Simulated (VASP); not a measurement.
Wanted: the native input for a VASP 6.6.1 run.

* Task: relaxation of cell and atoms
* Functional: PBEsol
* Potentials or basis: VASP PAW PBE potentials, release 64 (Nb_sv)
* Cutoff: 600 eV
* k mesh: 17 × 17 × 15
* Occupations: fermi-dirac, width 0.05 eV
* Spin: no spin polarisation
* Target pressure: 51 GPa
* Dipole correction: no
* Further INCAR settings: ALGO = Normal; EDIFF = 1e-07; IBRION = 2; EDIFFG = -0.005; NSW = 60; ISIF = 3

The structure of Nb lies in POSCAR:

```
Nb
1.0
    2.6500943424      0.0000000000      0.0000000000
   -1.3250471712      2.2950490230      0.0000000000
    0.0000000000      0.0000000000      2.4910886819
Nb
1
Direct
    0.0000000000      0.0000000000      0.0000000000
```

The input as run:

INCAR

```
PREC = Accurate
ENCUT = 600
EDIFF = 1E-7
ISMEAR = -1
SIGMA = 0.05
LREAL = F
LASPH = T
NELM = 60
ALGO = Normal
ISIF = 3
LWAVE = F
LCHARG = F
GGA = PS
IBRION = 2
NSW = 60
EDIFFG = -0.005
PSTRESS = 510.0
```

KPOINTS

```
Automatic mesh
0
Gamma
  17 17 15
```

Potentials or basis: VASP PAW PBE potentials, release 64 (Nb_sv).

Command:

```bash
$ cat potpaw_PBE.64/Nb_sv/POTCAR > POTCAR
$ mpirun -np 1 vasp_std > vasp.out
```

Results of the run:

| Quantity | Value |
| --- | --- |
| Relaxed volume | 15.02 Å³/atom |
| Relaxed cell | a = 2.636 Å, b = 2.636 Å, c = 2.497 Å, α = 90.00°, β = 90.00°, γ = 120.00° |
| Space group after relaxing (to 0.05 Å) | P6/mmm (No. 191) |
| Energy change on relaxing (the enthalpy is what falls) | +39.7 meV/atom |
| Ionic steps | 6 |
| Pressure after relaxing | 51.0 GPa |

Caveat: the cell is relaxed towards a set pressure, so the enthalpy falls and the energy may rise; the PAW data sets were made with another functional, which shifts forces and pressure a little.

Run time: 110 s on 1 thread of AMD EPYC 9R45 96-Core Processor (Zen 5), with other jobs on the host, peak memory 0.15 GiB.
